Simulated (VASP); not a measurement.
# SiC (Moissanite 3C) (F-43m) in VASP: vibrations by perturbation theory with PBEsol

Aim: the vibrations by perturbation theory of SiC (Moissanite 3C) with PBEsol.

Everything below comes from runs of VASP 6.6.1. Logs are shortened: lines on timing, memory, paths and dates and some standing lists are left out, and cuts for length are marked.

## (1) The cell of the first run

The structure is cubic, space group F-43m (No. 216). Conventional cell: a = 4.358 Å, b = 4.358 Å, c = 4.358 Å, α = 90.00°, β = 90.00°, γ = 90.00°. Within 2.5 Å of Si (site symmetry -43m) lie 4 C at 1.89 Å. C (site symmetry -43m) has 4 Si at 1.89 Å within 2.5 Å.

## (2) Vibrations by perturbation theory, PBEsol

INCAR reads:

```
PREC     = Accurate       # precision mode
ENCUT    = 520            # plane-wave cutoff, eV
EDIFF    = 1E-8           # SCF threshold, eV
ISMEAR   = 0              # smearing method
SIGMA    = 0.01           # smearing width, eV
LREAL    = False          # projectors in reciprocal space
LASPH    = True           # aspherical terms in the spheres
NELM     = 100            # most SCF steps
ALGO     = Normal         # electronic algorithm
ISIF     = 2              # what is computed and relaxed
LWAVE    = False          # write WAVECAR
LCHARG   = False          # write CHGCAR
GGA      = PS             # functional
IBRION   = 8              # ionic algorithm
NSW      = 1              # ionic steps
LEPSILON = True           # dielectric tensor by DFPT
```

KPOINTS reads:

```
regular mesh
0
Gamma
  8 8 8
```

POSCAR reads:

```
SiC
1.0
    0.0000000000      2.1790000000      2.1790000000
    2.1790000000      0.0000000000      2.1790000000
    2.1790000000      2.1790000000      0.0000000000
Si C
1 1
Direct
    0.0000000000      0.0000000000      0.0000000000
    0.2500000000      0.2500000000      0.2500000000
```

Potentials or basis: VASP PAW PBE potentials, release 64 (Si, C).

Command:

```console
$ cat potpaw_PBE.64/Si/POTCAR potpaw_PBE.64/C/POTCAR > POTCAR
$ mpirun -np 1 vasp_std > vasp.out
```

OUTCAR:

```text
PREC = Accurate
   ENCUT = 520
   EDIFF = 1E-8
   ISMEAR = 0
   LREAL = False
   LASPH = True
   NELM = 100
   ISIF = 2
   GGA = PS
   IBRION = 8
   NSW = 1
   LEPSILON = True

 ion  position               nearest neighbor table
   1  0.000  0.000  0.000-   2 1.89   2 1.89   2 1.89   2 1.89
   2  0.250  0.250  0.250-   1 1.89   1 1.89   1 1.89   1 1.89

  LATTYP: Found a face centered cubic cell.
 ALAT       =     4.3580000000

  Lattice vectors:

 A1 = (   0.0000000000,   2.1790000000,   2.1790000000)
 A2 = (   2.1790000000,   0.0000000000,   2.1790000000)
 A3 = (   2.1790000000,   2.1790000000,   0.0000000000)

Analysis of symmetry for initial positions (statically):
=====================================================================
 Subroutine PRICEL returns:
 Original cell was already a primitive cell.

 Routine SETGRP: Setting up the symmetry group for a
 face centered cubic supercell.

 Subroutine GETGRP returns: Found 24 space group operations
 (whereof 24 operations were pure point group operations)
 out of a pool of 48 trial point group operations.

The static configuration has the point symmetry T_d .

Analysis of symmetry for dynamics (positions and initial velocities):
=====================================================================
 Subroutine PRICEL returns:
 Original cell was already a primitive cell.

 Routine SETGRP: Setting up the symmetry group for a
 face centered cubic supercell.

 Subroutine GETGRP returns: Found 24 space group operations
 (whereof 24 operations were pure point group operations)
 out of a pool of 48 trial point group operations.

The dynamic configuration has the point symmetry T_d .

 Subroutine INISYM returns: Found 24 space group operations
 (whereof 24 operations are pure point group operations),
 and found     1 'primitive' translations

----------------------------------------------------------------------------------------

                                     Primitive cell

  volume of cell :      20.6920

  direct lattice vectors                    reciprocal lattice vectors
     0.000000000  2.179000000  2.179000000    -0.229463056  0.229463056  0.229463056
     2.179000000  0.000000000  2.179000000     0.229463056 -0.229463056  0.229463056
     2.179000000  2.179000000  0.000000000     0.229463056  0.229463056 -0.229463056

  length of vectors
     3.081571352  3.081571352  3.081571352     0.397441672  0.397441672  0.397441672

  position of ions in fractional coordinates (direct lattice)
     0.000000000  0.000000000  0.000000000
     0.250000000  0.250000000  0.250000000

  ion indices of the primitive-cell ions
   primitive index   ion index
                 1           1
                 2           2

----------------------------------------------------------------------------------------

 KPOINTS: regular mesh

Automatic generation of k-mesh.
 Grid dimensions read from file:
 generate k-points for:    8    8    8

 Generating k-lattice:

  Cartesian coordinates                     Fractional coordinates (reciprocal lattice)
    -0.028682882  0.028682882  0.028682882     0.125000000  0.000000000  0.000000000
     0.028682882 -0.028682882  0.028682882     0.000000000  0.125000000  0.000000000
     0.028682882  0.028682882 -0.028682882     0.000000000  0.000000000  0.125000000

  Length of vectors
     0.049680209  0.049680209  0.049680209

  Shift w.r.t. Gamma in fractional coordinates (k-lattice)
     0.000000000  0.000000000  0.000000000

 Subroutine IBZKPT returns following result:
 ===========================================

 Found     29 irreducible k-points:

 Following reciprocal coordinates:
            Coordinates               Weight
  0.000000  0.000000  0.000000      1.000000
  0.125000  0.000000  0.000000      8.000000
  0.250000  0.000000  0.000000      8.000000
  0.375000  0.000000  0.000000      8.000000
  0.500000  0.000000  0.000000      4.000000
[... 373 lines left out ...]
      1.08950      1.08950      1.08950        -0.000000      0.000000      0.000000
 -----------------------------------------------------------------------------------
    total drift:                                0.000000      0.000000      0.000000

  FREE ENERGIE OF THE ION-ELECTRON SYSTEM (eV)
  ---------------------------------------------------
  free  energy   TOTEN  =       -15.9138401928 eV

  energy  without entropy=      -15.9138401928  energy(sigma->0) =      -15.91384019

 HEAD OF MICROSCOPIC STATIC DIELECTRIC TENSOR (INDEPENDENT PARTICLE, excluding Hartree and local field effects)
 ------------------------------------------------------
           7.527837    -0.000000    -0.000000
          -0.000000     7.527837     0.000000
          -0.000000     0.000000     7.527837
 ------------------------------------------------------

 Free energy of the ion-electron system (eV)
  ---------------------------------------------------
  ---------------------------------------------------
  free energy    TOTEN  =        -0.37957568 eV

  energy without entropy =       -0.37957568

------------------------ aborting loop because EDIFF is reached ----------------------------------------

--------------------------------------- Ionic step        2  -------------------------------------------

------------------------ aborting loop because EDIFF is reached ----------------------------------------

--------------------------------------- Ionic step        3  -------------------------------------------

------------------------ aborting loop because EDIFF is reached ----------------------------------------

 PIEZOELECTRIC TENSOR FIELD DIRECTION 3  (e Angst)
 -----------------------------------------------------------------------------
    -0.00050 -1.28073  0.00000           ( -0.00000 -0.05427  0.00000)
    -1.28073 -0.00050  0.00000           ( -0.05427 -0.00000  0.00000)
     0.00000  0.00000  0.00054           (  0.00000  0.00000 -0.00000)

 PIEZOELECTRIC TENSOR FIELD DIRECTION 3  (C/m^2)
 -----------------------------------------------------------------------------
    -0.00039 -0.99167  0.00000
    -0.99167 -0.00039  0.00000
     0.00000  0.00000  0.00042

--------------------------------------- Ionic step        4  -------------------------------------------

------------------------ aborting loop because EDIFF is reached ----------------------------------------

[... ionic steps 5 to 6 ...]

--------------------------------------- Ionic step        7  -------------------------------------------

 Free energy of the ion-electron system (eV)
  ---------------------------------------------------
  ---------------------------------------------------
  free energy    TOTEN  =        -0.12445134 eV

  energy without entropy =       -0.12445134

------------------------ aborting loop because EDIFF is reached ----------------------------------------

 INTERNAL STRAIN TENSOR  FOR ION    2  DIRECTION 1   (eV/Angst):
 -----------------------------------------------------------------------------
    -0.01104  0.00000  0.00000
     0.00000  0.00490 -8.49912
     0.00000 -8.49912  0.00490

 MACROSCOPIC STATIC DIELECTRIC TENSOR (including local field effects in DFT)
 ------------------------------------------------------
           7.232441    -0.000000     0.000000
           0.000000     7.232441     0.000000
          -0.000000    -0.000000     7.232441
 ------------------------------------------------------

 PIEZOELECTRIC TENSOR (including local field effects)  for field in x, y, z        (e  Angst)
          XX          YY          ZZ          XY          YZ          ZX
  --------------------------------------------------------------------------------
  x    -0.00000    -0.00000     0.00000     0.00000    -1.27730     0.00000
  y     0.00000     0.00000    -0.00000     0.00000     0.00000    -1.27730
  z     0.00000     0.00000    -0.00000    -1.27730     0.00000     0.00000

 PIEZOELECTRIC TENSOR (including local field effects)  for field in x, y, z        (C/m^2)
          XX          YY          ZZ          XY          YZ          ZX
  --------------------------------------------------------------------------------
  x    -0.00000    -0.00000     0.00000     0.00000    -0.98901     0.00000
  y     0.00000     0.00000    -0.00000     0.00000     0.00000    -0.98901
  z     0.00000     0.00000    -0.00000    -0.98901     0.00000     0.00000

 BORN EFFECTIVE CHARGES (including local field effects) (in |e|, cummulative output)
 ---------------------------------------------------------------------------------
 ion    1
    1     2.70988     0.00000     0.00000
    2     0.00000     2.70988    -0.00000
    3     0.00000     0.00000     2.70988
 ion    2
    1    -2.70988     0.00000    -0.00000
    2    -0.00000    -2.70988     0.00000
    3    -0.00000     0.00000    -2.70988

 INTERNAL STRAIN TENSOR FOR ION    2 for displacements in x,y,z  (eV/Angst):
          X           Y           Z          XY          YZ          ZX
  --------------------------------------------------------------------------------
  x    -0.00000     0.00000     0.00000     0.00000    -8.49912     0.00000
  y    -0.00000     0.00000    -0.00000     0.00000     0.00000    -8.49912
  z     0.00000     0.00000    -0.00000    -8.49912     0.00000     0.00000

 SECOND DERIVATIVES (NOT SYMMETRIZED)
 ------------------------------------
               1X          1Y          1Z          2X          2Y          2Z
  1X   -19.172324    0.000000    0.000000   19.172324    0.000000    0.000000
  1Y     0.000000  -19.172324    0.000000    0.000000   19.172324    0.000000
  1Z     0.000000    0.000000  -19.172324    0.000000    0.000000   19.172324
  2X    19.175391    0.000000    0.000000  -19.175391    0.000000    0.000000
  2Y     0.000000   19.175391    0.000000    0.000000  -19.175391    0.000000
  2Z     0.000000    0.000000   19.175391    0.000000    0.000000  -19.175391

 Eigenvectors and eigenvalues of the dynamical matrix
 ----------------------------------------------------

   1 f  =   23.601313 THz   148.291423 2PiTHz  787.255059 cm-1    97.607143 meV
             X         Y         Z           dx          dy          dz
      0.000000  0.000000  0.000000     0.000000    0.547286    0.000000
      1.089500  1.089500  1.089500     0.000000   -0.836945    0.000000
[... 21 lines left out ...]
   6 f/i=    0.000865 THz     0.005434 2PiTHz    0.028846 cm-1     0.003576 meV
             X         Y         Z           dx          dy          dz
      0.000000  0.000000  0.000000     0.000000    0.000000    0.836945
      1.089500  1.089500  1.089500     0.000000    0.000000    0.547286

--------------------------------------------------------------------------------------------------------

 MACROSCOPIC STATIC DIELECTRIC TENSOR IONIC CONTRIBUTION
 ------------------------------------------------------
           3.349304     0.000000    -0.000000
           0.000000     3.349304    -0.000000
          -0.000000    -0.000000     3.349304
 ------------------------------------------------------

 ELASTIC MODULI CONTR FROM IONIC RELAXATION (kBar)
 Direction    XX          YY          ZZ          XY          YZ          ZX
 --------------------------------------------------------------------------------
 XX          -0.0000     -0.0000     -0.0000     -0.0000     -0.0000     -0.0000
 YY          -0.0000     -0.0000     -0.0000     -0.0000     -0.0000      0.0000
 ZZ          -0.0000     -0.0000     -0.0000     -0.0000     -0.0000     -0.0000
 XY          -0.0000     -0.0000     -0.0000   -266.9094      0.0000      0.0000
 YZ          -0.0000     -0.0000     -0.0000      0.0000   -266.9094     -0.0000
 ZX          -0.0000      0.0000     -0.0000      0.0000     -0.0000   -266.9094
 --------------------------------------------------------------------------------

 PIEZOELECTRIC TENSOR IONIC CONTR  for field in x, y, z        (C/m^2)
          XX          YY          ZZ          XY          YZ          ZX
  --------------------------------------------------------------------------------
  x     0.00000     0.00000     0.00000    -0.00000     0.88968     0.00000
  y     0.00000    -0.00000     0.00000    -0.00000     0.00000     0.88968
  z     0.00000     0.00000     0.00000     0.88968    -0.00000    -0.00000
```

Wall time 2 min (1 thread of Intel Xeon 8259CL, shared host); peak memory 0.17 GiB.

What came out:

| Property | Result |
| --- | --- |
| Electronic dielectric tensor (diagonal) | 7.23 |
| Born charges (mean of the diagonal) | Si +2.71; C -2.71 e |
| Highest phonon frequency at Γ, LO-TO splitting left out | 787 cm⁻¹ |

Phonon frequencies in cm⁻¹ (negative: imaginary):
```
              q point        frequencies
(0.000, 0.000, 0.000)  0 0 0 787 787 787
```

Electronic dielectric tensor:
```
7.23 0.00 0.00
0.00 7.23 0.00
0.00 0.00 7.23
```

Born effective charge tensors (e):
atom 1, Si
```
2.71 0.00 0.00
0.00 2.71 0.00
0.00 0.00 2.71
```
atom 2, C
```
-2.71  0.00  0.00
 0.00 -2.71  0.00
 0.00  0.00 -2.71
```
